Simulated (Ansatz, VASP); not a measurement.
One calculation of Ta, two programs

File INCAR:

```
ALGO = Normal
EDIFF = 1E-7
ENCUT = 520
GGA = PS
ISIF = 2
ISMEAR = 0
LASPH = True
LCHARG = True
LELF = True
LREAL = False
LVHAR = True
LWAVE = False
NBANDS = 12
NELM = 100
PREC = Accurate
SIGMA = 0.15
```

The input KPOINTS:

```
k-points
0
Gamma
  20 20 20
```

POSCAR

```
Ta
1.0
   -1.6099980000      1.6099980000      1.5687160000
    1.6099980000     -1.6099980000      1.5687160000
    1.6099980000      1.6099980000     -1.5687160000
Ta
1
Direct
    0.0000000000      0.0000000000      0.0000000000
```

Input for Ansatz:

```yaml
crystal:
  lattice:
    - [-1.609998, 1.609998, 1.568716]
    - [1.609998, -1.609998, 1.568716]
    - [1.609998, 1.609998, -1.568716]
  atoms:
    - { symbol: Ta, position: [0.0, 0.0, 0.0] }
basis:
  ecutwfc: 420
kpoints:
  mp_grid: { grid: [20, 20, 20] }
hamiltonian:
  xc: pbesol
scf:
  occupations: { method: gaussian, width: 0.15 }
output:
  forces: true
  stress: true
  eigenvalues: true
```

Change from the starting cell: strain -0.025 along x and y, -0.050 along z, atoms carried along.

Alike in both runs: task single point; functional PBEsol; k mesh 20 × 20 × 20; occupations gaussian, width 0.15 eV; no spin polarisation.

|  | VASP | Ansatz |
| --- | --- | --- |
| version | VASP 6.6.1 | Ansatz 0.2.0 |
| potentials or method | VASP PAW PBE potentials, release 64 (Ta_pv), cutoff 520 eV | scalar-relativistic, plane waves, PAW |
| valence electrons in the cell | 11 | 13 |

|  | VASP | Ansatz | Ansatz less VASP |
| --- | --- | --- | --- |
| gap on the k mesh at the Fermi level (eV) | none | none | - |
| pressure (GPa) | 20.6 | 20.2 | -0.41 |
| traceless stress, the component that is largest in VASP (GPa) | 2.66 | 2.67 | +0.005 |

VASP's potentials were made for PBE, not for PBEsol. A gap of «none» marks a metal or a gap that the smearing closes. The functional is the same, so the differences come from potentials, cutoffs and numerics. VASP's potentials hold 11 valence electrons a cell and Ansatz's 13, so a difference there can come from the potentials and not from the codes.

Neither program's run includes spin-orbit coupling.
